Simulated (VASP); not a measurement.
Runs of VASP 6.6.1 on AlNi3. The structure is that of space group Pm-3m (No. 221), or close to it. The cells are those of the table. 

```csv
cell,gap on the mesh (eV),pressure (GPa),moment (μB)
"a = 3.434 Å, 4 atoms",none,10.0,(a)
"a = 3.504 Å, 4 atoms",none,-4.2,0.00
"a = 3.523 Å, 4 atoms",none,-7.2,(b)
"a = 3.526 Å, 4 atoms",none,-8.0,0.01
"a = 3.464 Å, 4 atoms",none,3.4,0.13
"a = 3.481 Å, 4 atoms",none,-0.1,0.13
"a = 3.457 Å, 4 atoms",none,4.8,0.11
```

Alike in all rows: task single point; level LDA; potentials or basis VASP PAW LDA potentials, release 64 (Al, Ni); spin collinear, ferromagnetic start; k mesh 12 × 12 × 12; cutoff (eV) 520; smearing gaussian 0.05 eV.

Question: Estimate the missing entries.

Answer: (a) 0.09; (b) 0.60.

Caveats: the cell stands under pressure (at least some runs); the cell stands under tension (at least some runs).

A gap of «none» marks levels without a gap at the run's occupations.
